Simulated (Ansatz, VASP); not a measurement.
**One calculation of GaP, two programs**

The input POSCAR:

```
GaP
1.0
    0.0000000000      2.4521984886      2.4521984886
    2.4521984886      0.0000000000      2.4521984886
    2.4521984886      2.4521984886      0.0000000000
Ga P
1 1
Direct
    0.0000000000      0.0000000000      0.0000000000
    0.5000000000      0.5000000000      0.5000000000
```

File INCAR.step1:

```
PREC = Accurate
ENCUT = 520
ISMEAR = 1
SIGMA = 0.025
LREAL = False
LASPH = True
NELM = 60
NBANDS = 16
GGA = PE
ALGO = Normal
EDIFF = 1E-4
LWAVE = True
LCHARG = False
```

Contents of INCAR.step2:

```
PREC = Accurate
ENCUT = 520
EDIFF = 1E-6
ISMEAR = 1
SIGMA = 0.025
LREAL = False
LASPH = True
NELM = 60
ALGO = Normal
ISIF = 2
LWAVE = False
LCHARG = False
METAGGA = R2SCAN
LMIXTAU = True
NBANDS = 16
ISTART = 1
```

Contents of KPOINTS:

```
regular mesh
0
Gamma
  14 14 14
```

Input for Ansatz:

```yaml
crystal:
  lattice:
    - [0.0, 2.4521984886, 2.4521984886]
    - [2.4521984886, 0.0, 2.4521984886]
    - [2.4521984886, 2.4521984886, 0.0]
  atoms:
    - { symbol: Ga, position: [0.0, 0.0, 0.0] }
    - { symbol: P, position: [0.5, 0.5, 0.5] }
kpoints:
  mp_grid: { grid: [14, 14, 14] }
scf:
  occupations: { method: methfessel_paxton, width: 0.025 }
hamiltonian:
  xc: r2scan
  pseudopotentials: { kind: paw }
output:
  forces: true
  stress: true
  eigenvalues: true
  populations: true
  write_density: true
  write_potential: true
  elf: true
  volumetric_format: npy
accuracy: medium
```

Alike in both runs: task single point; functional r2SCAN; k mesh 14 × 14 × 14; occupations methfessel-paxton of order 1, width 0.025 eV; no spin polarisation.

|  | VASP | Ansatz |
| --- | --- | --- |
| version | VASP 6.6.1 | Ansatz 0.2.0 |
| potentials or method | VASP PAW PBE potentials, release 64 (Ga_d, P) | PAW with Ansatz's default frozen-core files, scalar-relativistic |
| plane-wave cutoff (eV) | 520 | 500 |
| valence electrons in the cell | 18 | 18 |

|  | VASP | Ansatz | Ansatz less VASP |
| --- | --- | --- | --- |
| gap on the k mesh at the Fermi level (eV) | none | none | - |
| pressure (GPa) | 16.8 | 16.9 | +0.11 |

VASP's potentials were made for PBE, not for r2SCAN. A gap of «none» marks a metal or a gap that the smearing closes. The functional is the same, so the differences come from potentials, cutoffs and numerics.
